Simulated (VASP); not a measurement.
# Zn12H (a cell with a defect): single point with PBE

Zn12H (a cell with a defect):

```xyz
13
Lattice="5.3200 0.0000 0.0000 -3.9900 6.9109 0.0000 0.0000 0.0000 4.9370" Properties=species:S:1:pos:R:3 pbc="T T T"
Zn   -0.1418   -0.0057   -0.0642
Zn    0.0150    1.5271    2.7730
Zn   -1.1997    2.1841    0.3408
Zn   -1.4232    3.7528    2.7185
Zn   -2.5459    4.5465   -0.0143
Zn   -2.6627    5.9661    2.6757
Zn    2.5858   -0.0458   -0.2450
Zn    2.8946    1.5049    2.4771
Zn    1.3035    2.5806   -0.5346
Zn    1.1920    3.7294    1.9778
Zn    0.1120    4.6327   -0.2159
Zn   -0.1330    6.2060    2.4998
H     1.4289    1.1242    1.3734
```

```yaml
Program: VASP 6.6.1
Task: single point
Functional: PBE
Potentials_or_basis: VASP PAW PBE potentials, release 64 (Zn, H)
Cutoff: 520 eV
k_mesh: 2 × 2 × 2
Occupations: fermi-dirac, width 0.15 eV
Spin: no spin polarisation
```

```json
{
  "Pressure": "6.5 GPa",
  "Largest force": "1.451 eV/Å"
}
```

Forces in eV/Å, atoms in the order of the input:
```
Zn   0.589 -0.306  0.208
Zn   0.084 -0.718 -0.980
Zn  -0.249  0.710 -0.267
Zn   0.178  0.295 -0.409
Zn   0.042  0.245  0.723
Zn  -0.750  0.047 -0.682
Zn  -0.061  0.459  0.709
Zn  -1.375  0.009 -0.079
Zn   1.060 -0.582  0.802
Zn   0.180  0.456  0.131
Zn  -0.580  0.427  0.237
Zn   0.859 -1.006 -0.499
H    0.026 -0.037  0.106
```

Stress tensor (GPa, compression positive):
```
 2.14  2.30  0.62
 2.30  5.25  1.51
 0.62  1.51 12.01
```

Levels at points of the mesh, in eV from the Fermi level:
```tsv
k point	band 70	band 71	band 72	band 73	band 74	band 75
(0.00, 0.00, 0.00)	-0.82	-0.61	-0.33	0.45	0.59	0.91
(0.50, 0.00, 0.00)	-1.24	-1.05	-0.83	-0.42	-0.41	0.19
(0.00, 0.50, 0.00)	-2.22	-2.02	-1.91	0.18	1.03	1.72
(0.50, 0.50, 0.00)	-1.73	-0.10	0.06	0.54	1.01	1.58
(0.00, 0.00, 0.50)	-2.18	-1.66	-1.58	-0.12	0.16	1.93
(0.50, 0.00, 0.50)	-1.00	-0.81	-0.40	1.12	1.85	2.03
(0.00, 0.50, 0.50)	-1.83	-1.72	-1.52	-0.36	0.06	0.08
(0.50, 0.50, 0.50)	-2.76	-2.68	-2.34	2.71	3.85	3.99
```

Run time: 110 s on 1 thread of Intel(R) Xeon(R) Platinum 8488C (Sapphire Rapids), with other jobs on the host, peak memory 0.32 GiB.

Caveat: the k points lie up to 0.68 Å⁻¹ apart.
